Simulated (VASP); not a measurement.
The system is SiO2 (Cristobalite).

```
Si O
1.0
     4.97917    0.00000    0.00000
     0.00000    4.97917    0.00000
     0.00000    0.00000    6.91487
Si O
4 8
Direct
  0.30246 0.30246 0.00000
  0.19754 0.80246 0.25000
  0.69754 0.69754 0.50000
  0.80246 0.19754 0.75000
  0.23817 0.10927 0.18146
  0.39073 0.73817 0.43146
  0.76183 0.89073 0.68146
  0.60927 0.26183 0.93146
  0.73817 0.39073 0.56854
  0.89073 0.76183 0.31854
  0.26183 0.60927 0.06854
  0.10927 0.23817 0.81854
```

Base run:

- Program: VASP 6.6.1
- Functional: r2SCAN
- Potentials or basis: VASP PAW PBE potentials, release 64 (Si, O)
- Cutoff: 520 eV
- k mesh: 6 × 6 × 4
- Occupations: gaussian, width 0.01 eV
- Spin: no spin polarisation

Its results: band gap on the k mesh 6.35 eV, direct; pressure 0.2 GPa; largest force 0.027 eV/Å.

Question: The run is repeated on the same cell with these changes: functional from r2SCAN to LDA; potentials or basis from VASP PAW PBE potentials, release 64 (Si, O) to VASP PAW LDA potentials, release 64 (Si, O). What comes out?

Answer: Band gap on the k mesh 5.49 eV, direct; pressure -1.1 GPa; largest force 0.067 eV/Å.

Caveats: the PAW data sets were made with another functional, which shifts forces and pressure a little (some runs).

A k mesh can miss the band edges.
